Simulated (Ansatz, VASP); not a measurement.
Two plane-wave programs on InAs

```
In As
1.0
     0.00000    3.00058    3.00058
     3.00058    0.00000    3.00058
     3.00058    3.00058    0.00000
In As
1 1
Direct
  0.00000 0.00000 0.00000
  0.75000 0.75000 0.75000
```

Change from the starting cell: strain -0.030 along x and y, -0.030 along z, atoms carried along.

Alike in both runs: task single point; functional PBE; k mesh 16 × 16 × 16; occupations gaussian, width 0.15 eV; no spin polarisation.

|  | VASP | Ansatz |
| --- | --- | --- |
| version | VASP 6.6.1 | Ansatz 0.2.0 |
| potentials or method | VASP PAW PBE potentials, release 64 (In_d, As), cutoff 520 eV | scalar-relativistic, plane waves, PAW |
| valence electrons in the cell | 18 | 28 |

Ansatz gave:

```
gap on the k mesh at the Fermi level (eV) : none
pressure (GPa)                            : 5.5
```

Problem. What did VASP give for the same quantities?

Solution. gap on the k mesh at the Fermi level (eV): none; pressure (GPa): 5.6.

A gap of «none» marks a metal or a gap that the smearing closes. VASP's potentials hold 18 valence electrons a cell and Ansatz's 28, so a difference there can come from the potentials and not from the codes.
